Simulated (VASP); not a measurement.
Runs of VASP 6.6.1 on BP. The structure is that of space group F-43m (No. 216), or close to it. The cells are those of the table. 

```csv
cell,gap on the mesh (eV),pressure (GPa)
"a = 3.209 Å, angles 60.0°, 2 atoms",(a),(c)
"a = 3.272 Å, angles 60.0°, 2 atoms",(b),-13.4
"a = 3.176 Å, angles 60.0°, 2 atoms",1.19,-0.3
"a = 3.241 Å, angles 60.0°, 2 atoms",1.25,-9.6
```

Alike in all rows: task single point; level LDA; potentials or basis VASP PAW LDA potentials, release 64 (B, P); no spin polarisation; k mesh 8 × 8 × 8; cutoff (eV) 520; smearing gaussian 0.01 eV.

Task: Fill in the values left out.

Result: (a) 1.22; (b) 1.28; (c) -5.3.

A k mesh can miss the band edges.
